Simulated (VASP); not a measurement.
A run of VASP 6.6.1:

INCAR

```
SYSTEM = V
  PREC = Accurate
  ENCUT = 520
  EDIFF = 1E-8
  ISMEAR = -1
  SIGMA = 0.03
  LREAL = .False.
  LASPH = .True.
  NELM = 150
  ALGO = Normal
  ISIF = 2
  LWAVE = .False.
  LCHARG = .False.
  ISPIN = 2
  MAGMOM = 1.5
  LORBIT = 11
  LMAXMIX = 4
  GGA = PS
  LEFG = .True.
  NBANDS = 16
```

KPOINTS

```
Automatic mesh
0
Gamma
  19 19 19
  0 0 0
```

The input POSCAR:

```
V
1.0
   -1.5079397615      1.5079397615      1.5079397615
    1.5079397615     -1.5079397615      1.5079397615
    1.5079397615      1.5079397615     -1.5079397615
V
1
Direct
    0.0000000000      0.0000000000      0.0000000000
```

Potentials or basis: VASP PAW PBE potentials, release 64 (V_sv).

Run with:

```sh
$ cat potpaw_PBE.64/V_sv/POTCAR > POTCAR
$ mpirun -np 1 vasp_std > vasp.out
```

Hardware: 1 thread of Intel(R) Xeon(R) 6975P-C (Granite Rapids), on a shared host.

Question: Estimate the wall time of this run.

Answer: Run time: 40 s on 1 thread of Intel(R) Xeon(R) 6975P-C (Granite Rapids), on a shared host, peak memory 0.18 GiB. Counts: scf iterations 15, k points 220.
